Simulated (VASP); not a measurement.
Here is a VASP 6.6.1 calculation.

The input INCAR:

```
ALGO = Normal
EDIFF = 1E-6
ENCUT = 520
GGA = PS
ISIF = 2
ISMEAR = -1
LASPH = T
LCHARG = T
LELF = T
LREAL = F
LVHAR = T
LWAVE = F
NBANDS = 16
NELM = 80
PREC = Accurate
SIGMA = 0.1
```

File KPOINTS:

```
k-points
0
Gamma
  15 15 15
```

Contents of POSCAR:

```
WC
1.0
    0.0000000000      2.1728632834      2.1728632834
    2.1728632834      0.0000000000      2.1728632834
    2.1728632834      2.1728632834      0.0000000000
W C
1 1
Direct
    0.0000000000      0.0000000000      0.0000000000
    0.5000000000      0.5000000000      0.5000000000
```

Potentials or basis: VASP PAW PBE potentials, release 64 (W_sv, C).

Command:

```bash
$ cat potpaw_PBE.64/W_sv/POTCAR potpaw_PBE.64/C/POTCAR > POTCAR
$ mpirun -np 1 vasp_std > vasp.out
```

**Question.** Predict the band gap on the k mesh.

**Answer.** Zero (bands 9 and 10 overlap by 3.15 eV).

**Question.** Estimate the pressure.

**Answer.** 1.1 GPa.

Caveat: the PAW data sets were made with another functional, which shifts forces and pressure a little; spin-orbit coupling is left out, which moves the levels of the heavy elements.
